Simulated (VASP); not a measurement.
# Ta2P3Au (P-4m2) in VASP: a series of runs

The runs below take Ta2P3Au through single point, with PBE.

Program: VASP 6.6.1. These are calculated values, not measurements. Logs are shortened: lines on timing, memory, paths and dates and some standing lists are left out, and cuts for length are marked.

## Step 1: The cell of the first run

The structure is tetragonal, space group P-4m2 (No. 115). Conventional cell: a = 3.499 Å, b = 3.499 Å, c = 7.882 Å, α = 90.00°, β = 90.00°, γ = 90.00°. Within 3.4 Å of Ta (site symmetry 2mm) lie 7 P at 2.58 to 2.81 Å and 2 Au at 2.81 Å. P (site symmetry -4m2) has 4 Au at 2.47 Å and 4 Ta at 2.81 Å within 3.3 Å. Within 3.4 Å of P (site symmetry 2mm) lie 5 Ta at 2.58 to 2.63 Å and 4 P at 3.00 Å. Au (site symmetry -4m2) has 4 P at 2.47 Å and 4 Ta at 2.81 Å within 3.3 Å.

## Step 2: Single point, PBE

INCAR

```
PREC = Accurate
ENCUT = 520
EDIFF = 1E-7
ISMEAR = 0
SIGMA = 0.1
LREAL = False
LASPH = True
NELM = 80
ALGO = Normal
ISIF = 2
LWAVE = False
LCHARG = True
GGA = PE
LELF = True
LVHAR = True
NBANDS = 33
```

KPOINTS

```
Automatic mesh
0
Gamma
  6 6 2
```

POSCAR

```
Ta2P3Au
1.0
    3.4988982443      0.0000000000      0.0000000000
    0.0000000000      3.4988982443      0.0000000000
    0.0000000000      0.0000000000      7.8815029766
Ta P Au
2 3 1
Direct
    0.0000000000      0.5000000000      0.7205874336
    0.5000000000      0.0000000000      0.2794125664
    0.5000000000      0.5000000000      0.0000000000
    0.0000000000      0.5000000000      0.3928086502
    0.5000000000      0.0000000000      0.6071913498
    0.0000000000      0.0000000000      0.0000000000
```

Potentials or basis: VASP PAW PBE potentials, release 64 (Ta_pv, P, Au).

On the command line:

```bash
$ cat potpaw_PBE.64/Ta_pv/POTCAR potpaw_PBE.64/P/POTCAR potpaw_PBE.64/Au/POTCAR > POTCAR
$ mpirun -np 1 vasp_std > vasp.out
```

OUTCAR:

```text
PREC = Accurate
   ENCUT = 520
   EDIFF = 1E-7
   ISMEAR = 0
   LREAL = False
   LASPH = True
   NELM = 80
   ISIF = 2
   GGA = PE

 ion  position               nearest neighbor table
   1  0.000  0.500  0.721-   4 2.58   5 2.63   5 2.63   5 2.63   5 2.63   6 2.81   3 2.81   6 2.81
                             3 2.81
   2  0.500  0.000  0.279-   5 2.58   4 2.63   4 2.63   4 2.63   4 2.63   3 2.81   6 2.81   6 2.81
                             3 2.81
   3  0.500  0.500  0.000-   6 2.47   6 2.47   6 2.47   6 2.47   2 2.81   1 2.81   1 2.81   2 2.81

   4  0.000  0.500  0.393-   1 2.58   2 2.63   2 2.63   2 2.63   2 2.63
   5  0.500  0.000  0.607-   2 2.58   1 2.63   1 2.63   1 2.63   1 2.63
   6  0.000  0.000  0.000-   3 2.47   3 2.47   3 2.47   3 2.47   2 2.81   2 2.81   1 2.81   1 2.81

  LATTYP: Found a simple tetragonal cell.
 ALAT       =     3.4988982443
 C/A-ratio  =     2.2525670729

  Lattice vectors:

 A1 = (   3.4988982443,   0.0000000000,   0.0000000000)
 A2 = (   0.0000000000,   3.4988982443,   0.0000000000)
 A3 = (   0.0000000000,   0.0000000000,   7.8815029766)

Analysis of symmetry for initial positions (statically):
=====================================================================
 Subroutine PRICEL returns:
 Original cell was already a primitive cell.

 Routine SETGRP: Setting up the symmetry group for a
 simple tetragonal supercell.

 Subroutine GETGRP returns: Found  8 space group operations
 (whereof  8 operations were pure point group operations)
 out of a pool of 16 trial point group operations.

The static configuration has the point symmetry D_2d.

Analysis of symmetry for dynamics (positions and initial velocities):
=====================================================================
 Subroutine PRICEL returns:
 Original cell was already a primitive cell.

 Routine SETGRP: Setting up the symmetry group for a
 simple tetragonal supercell.

 Subroutine GETGRP returns: Found  8 space group operations
 (whereof  8 operations were pure point group operations)
 out of a pool of 16 trial point group operations.

The dynamic configuration has the point symmetry D_2d.

 Subroutine INISYM returns: Found  8 space group operations
 (whereof  8 operations are pure point group operations),
 and found     1 'primitive' translations

----------------------------------------------------------------------------------------

                                     Primitive cell

  volume of cell :      96.4876

  direct lattice vectors                    reciprocal lattice vectors
     3.498898244  0.000000000  0.000000000     0.285804253  0.000000000  0.000000000
     0.000000000  3.498898244  0.000000000     0.000000000  0.285804253  0.000000000
     0.000000000  0.000000000  7.881502977     0.000000000  0.000000000  0.126879353

  length of vectors
     3.498898244  3.498898244  7.881502977     0.285804253  0.285804253  0.126879353

  position of ions in fractional coordinates (direct lattice)
     0.000000000  0.500000000  0.720587434
     0.500000000  0.000000000  0.279412566
     0.500000000  0.500000000  0.000000000
     0.000000000  0.500000000  0.392808650
     0.500000000  0.000000000  0.607191350
     0.000000000  0.000000000  0.000000000

  ion indices of the primitive-cell ions
   primitive index   ion index
                 1           1
                 2           2
                 3           3
                 4           4
                 5           5
                 6           6

----------------------------------------------------------------------------------------

 KPOINTS: Automatic mesh

Automatic generation of k-mesh.
 Grid dimensions read from file:
 generate k-points for:    6    6    2

 Generating k-lattice:

  Cartesian coordinates                     Fractional coordinates (reciprocal lattice)
     0.047634042  0.000000000  0.000000000     0.166666667  0.000000000  0.000000000
     0.000000000  0.047634042  0.000000000     0.000000000  0.166666667  0.000000000
     0.000000000  0.000000000  0.063439677     0.000000000  0.000000000  0.500000000

  Length of vectors
     0.047634042  0.047634042  0.063439677

  Shift w.r.t. Gamma in fractional coordinates (k-lattice)
     0.000000000  0.000000000  0.000000000

 Subroutine IBZKPT returns following result:
 ===========================================

 Found     20 irreducible k-points:

 Following reciprocal coordinates:
            Coordinates               Weight
  0.000000  0.000000  0.000000      1.000000
  0.166667  0.000000  0.000000      4.000000
  0.333333  0.000000  0.000000      4.000000
  0.500000  0.000000  0.000000      2.000000
  0.166667  0.166667  0.000000      4.000000
  0.333333  0.166667  0.000000      8.000000
[... 12 lines left out ...]
  0.500000  0.333333  0.500000      4.000000
  0.500000  0.500000  0.500000      1.000000
   k-points           NKPTS =     20   k-points in BZ     NKDIM =     20   number of bands    NBANDS=     33
   number of dos      NEDOS =    301   number of ions     NIONS =      6
   total plane-waves  NPLWV =  47040
   dimension x,y,z NGX =    28 NGY =   28 NGZ =   60
   dimension x,y,z NGXF=    56 NGYF=   56 NGZF=  120
   ions per type =               2   3   1
   NGX,Y,Z   is equivalent  to a cutoff of  13.30, 13.30, 12.66 a.u.
   NGXF,Y,Z  is equivalent  to a cutoff of  26.61, 26.61, 25.31 a.u.
 SYSTEM =  unknown system
   PREC   = accura    normal or accurate (medium, high low for compatibility)
   ISTART =      0    job   : 0-new  1-cont  2-samecut
   ICHARG =      2    charge: 1-file 2-atom 10-const
   ISPIN  =      1    spin polarized calculation?
   LNONCOLLINEAR =      F non collinear calculations
   LSORBIT =      F    spin-orbit coupling
   LASPH  =      T    aspherical Exc in radial PAW
   ENCUT  =  520.0 eV  38.22 Ry    6.18 a.u.   6.51  6.51 14.65*2*pi/ulx,y,z
   NELM   =     80;   NELMIN=  2; NELMDL= -5     # of ELM steps
   EDIFF  = 0.1E-06   stopping-criterion for ELM
   LREAL  =      F    real-space projection
   EDIFFG = 0.1E-05   stopping-criterion for IOM
   NSW    =      0    number of steps for IOM
   IBRION =     -1    ionic relax: 0-MD 1-quasi-New 2-CG
   NFREE  =      0    steps in history (QN), initial steepest desc. (CG)
   ISIF   =      2    stress and relaxation
   ISYM   =      2    0-nonsym 1-usesym 2-fastsym
   POTIM  = 0.5000    time-step for ionic-motion
   TEBEG  =    0.0;   TEEND  =   0.0 temperature during run
   PSTRESS=    0.0 pullay stress
   NELECT =      48.0000    total number of electrons
   NUPDOWN=      -1.0000    fix difference up-down
   EMIN   =  10.00;   EMAX   =-10.00  energy-range for DOS
   EFERMI =   0.00;   METHOD = LEGACY
   ISMEAR =     0;   SIGMA  =   0.10  broadening in eV -4-tet -1-fermi 0-gaus
   EFERMI_NEDOS =   21; number of points for ismear=-14 and -15
   IALGO  =     38    algorithm
   IMIX   =      4    mixing-type and parameters
     AMIX     =   0.40;   BMIX     =  1.00
     AMIX_MAG =   1.60;   BMIX_MAG =  1.00
  volume/ion in A,a.u.               =      16.08       108.52
  Fermi-wavevector in a.u.,A,eV,Ry     =   1.297173  2.451302 22.893962  1.682659
  Thomas-Fermi vector in A             =   2.428583
   LORBIT       =      0    0 simple, 1 ext, 2 COOP (PROOUT), +10 PAW based schemes
   GGA     = PE    functional components
   LHFCALC =     F    Hartree Fock is set to
   AEXX    =    0.0000 exact exchange contribution
   IVDW    =     0    specifies the selected vdW correction
   LEPSILON=     F    determine dielectric tensor
   LRPA    =     F    only Hartree local field effects (RPA)
 non-spin polarized calculation
 Gauss-broadening in eV      SIGMA  =   0.10
  energy-cutoff  :      520.00
  volume of cell :       96.49
 maximum number of plane-waves:      2645
 NGX is ok and might be reduce to    28
   NGX = 13   NGY = 13   NGZ = 29

 number of electron      47.9999997 magnetization

 Free energy of the ion-electron system (eV)
  ---------------------------------------------------
  ext. energy  EPLUGINS =         0.00000000
  ---------------------------------------------------
  free energy    TOTEN  =       -45.68062269 eV

  energy without entropy =      -45.66492118  energy(sigma->0) =      -45.67277194

 E-fermi :   8.4394     XC(G=0): -12.0413

 val. band max:        8.4383867831   @ k =   0.5000   0.0000   0.0000
 cond. band min:       8.4585182655   @ k =   0.1667   0.1667   0.0000
 fundamental gap:      0.0201314824
 Fermi energy:         8.4394353587

 k-point     1 :       0.0000    0.0000    0.0000
  band No.  band energies     occupation
      1     -26.5210      2.00000
      2     -26.4930      2.00000
      3     -26.4753      2.00000
      4     -26.4753      2.00000
      5     -26.4379      2.00000
      6     -26.4379      2.00000
[... 25 lines left out ...]
     32      12.3076      0.00000
     33      12.3076      0.00000

 k-point     2 :       0.1667    0.0000    0.0000
  band No.  band energies     occupation
      1     -26.5169      2.00000
      2     -26.5050      2.00000
      3     -26.4915      2.00000
      4     -26.4724      2.00000
      5     -26.4679      2.00000
      6     -26.4351      2.00000
[... 25 lines left out ...]
     32      12.1810      0.00000
     33      12.7319      0.00000

 k-point     3 :       0.3333    0.0000    0.0000
  band No.  band energies     occupation
      1     -26.5665      2.00000
      2     -26.5286      2.00000
      3     -26.5032      2.00000
      4     -26.4901      2.00000
      5     -26.4666      2.00000
      6     -26.4293      2.00000
[... 25 lines left out ...]
     32      13.0792      0.00000
     33      13.2162      0.00000

 k-point     4 :       0.5000    0.0000    0.0000
  band No.  band energies     occupation
      1     -26.5962      2.00000
      2     -26.5578      2.00000
      3     -26.4944      2.00000
      4     -26.4929      2.00000
      5     -26.4638      2.00000
      6     -26.4264      2.00000
[... 529 lines left out ...]
     32      13.1158      0.00000
     33      13.5500      0.00000

 k-point    19 :       0.5000    0.3333    0.5000
  band No.  band energies     occupation
      1     -26.5831      2.00000
      2     -26.5499      2.00000
      3     -26.5447      2.00000
      4     -26.5119      2.00000
      5     -26.4852      2.00000
      6     -26.4846      2.00000
[... 25 lines left out ...]
     32      13.0225      0.00000
     33      13.8323      0.00000

 k-point    20 :       0.5000    0.5000    0.5000
  band No.  band energies     occupation
      1     -26.5807      2.00000
      2     -26.5762      2.00000
      3     -26.5409      2.00000
      4     -26.5390      2.00000
      5     -26.4822      2.00000
      6     -26.4822      2.00000
[... 25 lines left out ...]
     32      12.1566      0.00000
     33      13.6003      0.00000

------------------------ aborting loop because EDIFF is reached ----------------------------------------

  FORCE on cell =-STRESS in cart. coord.  units (eV):
  Direction    XX          YY          ZZ          XY          YZ          ZX
  --------------------------------------------------------------------------------------
  -------------------------------------------------------------------------------------
  Total       -0.1074864     -0.1074864     -0.0600501      0.0000000      0.0000000      0.0000000
  in kB       -1.7848116     -1.7848116     -0.9971321      0.0000000      0.0000000      0.0000000
  external PRESSURE =      -1.5222518 kB  Pullay stress =       0.0000000 kB

 VOLUME and BASIS-vectors are now :
 -----------------------------------------------------------------------------
  energy-cutoff  :      520.00
  volume of cell :       96.49
      direct lattice vectors                 reciprocal lattice vectors
     3.498898244  0.000000000  0.000000000     0.285804253  0.000000000  0.000000000
     0.000000000  3.498898244  0.000000000     0.000000000  0.285804253  0.000000000
     0.000000000  0.000000000  7.881502977     0.000000000  0.000000000  0.126879353

 POSITION                                       TOTAL-FORCE (eV/Angst)
 -----------------------------------------------------------------------------------
      0.00000      1.74945      5.67931         0.000000      0.000000      0.008862
      1.74945      0.00000      2.20219         0.000000     -0.000000     -0.008862
      1.74945      1.74945      0.00000         0.000000     -0.000000      0.000000
      0.00000      1.74945      3.09592         0.000000     -0.000000      0.004042
      1.74945      0.00000      4.78558        -0.000000     -0.000000     -0.004042
      0.00000      0.00000      0.00000         0.000000     -0.000000      0.000000
 -----------------------------------------------------------------------------------
    total drift:                               -0.000000      0.000000      0.000000

  FREE ENERGIE OF THE ION-ELECTRON SYSTEM (eV)
  ---------------------------------------------------
  free  energy   TOTEN  =       -45.6806226943 eV

  energy  without entropy=      -45.6649211846  energy(sigma->0) =      -45.67277194
```

It took 46 s on 1 thread of Intel Xeon Platinum 8488C (Sapphire Rapids), shared host; peak memory 0.24 GiB.

Results:

| Quantity | Value |
| --- | --- |
| Free energy | -45.6806 eV |
| Pressure | -0.2 GPa |
| Largest force | 0.009 eV/Å |
| Band gap on the k mesh | zero (band 24 reaches 8.85 eV, above the bottom of band 25 at 7.61 eV) |

Forces on the atoms (eV/Å):
```
Ta   0.000  0.000  0.009
Ta   0.000  0.000 -0.009
P    0.000  0.000  0.000
P    0.000  0.000  0.004
P    0.000  0.000 -0.004
Au   0.000  0.000  0.000
```

Stress tensor (GPa, compression positive):
```
-0.18  0.00  0.00
 0.00 -0.18  0.00
 0.00  0.00 -0.10
```

Levels at points of the mesh, in eV from the Fermi level:
| k point | band 21 | band 22 | band 23 | band 24 | band 25 | band 26 | band 27 | band 28 |
| --- | --- | --- | --- | --- | --- | --- | --- | --- |
| (0.00, 0.00, 0.00) | -2.06 | -2.06 | 0.00 | 0.19 | 0.19 | 0.98 | 1.16 | 1.62 |
| (0.50, 0.00, 0.00) | -2.22 | -1.54 | 0.00 | 0.41 | 0.59 | 1.12 | 2.18 | 2.46 |
| (0.50, 0.50, 0.00) | -3.09 | -2.75 | -2.31 | -2.24 | -0.43 | 2.43 | 2.72 | 2.72 |
| (0.00, 0.00, 0.50) | -2.21 | -2.14 | -1.27 | 0.31 | 0.31 | 0.91 | 1.23 | 1.45 |
| (0.50, 0.00, 0.50) | -2.80 | -1.30 | -0.93 | 0.33 | 1.06 | 2.09 | 2.38 | 2.73 |
| (0.50, 0.50, 0.50) | -2.67 | -2.67 | -2.29 | -2.24 | -0.38 | 2.32 | 2.59 | 2.59 |

Caveat: the k points lie up to 0.40 Å⁻¹ apart; spin-orbit coupling is left out, which moves the levels of the heavy elements.

(Continued in part 2 of 2.)
